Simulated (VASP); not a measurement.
A run of VASP 6.6.1 is set up as follows.

INCAR

```
SYSTEM = BaTiO3
PREC = Accurate
ENCUT = 1000
EDIFF = 1E-8
ISMEAR = -1
SIGMA = 0.05
LREAL = .False.
LASPH = .True.
NELM = 120
ALGO = Normal
ISIF = 2
LWAVE = .False.
LCHARG = .False.
GGA = PS
LEFG = .True.
NBANDS = 28
GGA_COMPAT = .False.
```

KPOINTS

```
regular mesh
0
Gamma
  8 8 8
  0 0 0
```

POSCAR

```
BaTiO3
1.0
    3.9573602681      0.0000000000      0.0000000000
    0.0000000000      2.8180088222      2.8267000956
    0.0000000000     -2.8180088222      2.8267000956
Ba Ti O
1 1 3
Direct
    0.0000000000      0.0000000000      0.0000000000
    0.5000000000      0.5079000000      0.5079000000
    0.0000000000      0.4921000000      0.4921000000
    0.5000000000      0.5025100000      0.9937100000
    0.5000000000      0.9937100000      0.5025100000
```

Potentials or basis: VASP PAW PBE potentials, release 64 (Ba_sv, Ti_sv, O_h).

Launch:

```sh
$ cat potpaw_PBE.64/Ba_sv/POTCAR potpaw_PBE.64/Ti_sv/POTCAR potpaw_PBE.64/O_h/POTCAR > POTCAR
$ mpirun -np 1 vasp_std > vasp.out
```

(1) Estimate the pressure.

(2) What does it give for the band gap on the k mesh?

(3) Estimate the largest force.

Results:

(1) 1.0 GPa.

(2) 1.79 eV (least direct gap 1.94 eV).

(3) 0.164 eV/Å.

Caveat: without QUAD_EFG the Cq values of the log hold for a quadrupole moment of 1 mb, not for the nuclei; the PAW data sets were made with another functional, which shifts forces and pressure a little; spin-orbit coupling is left out, which moves the levels of the heavy elements.
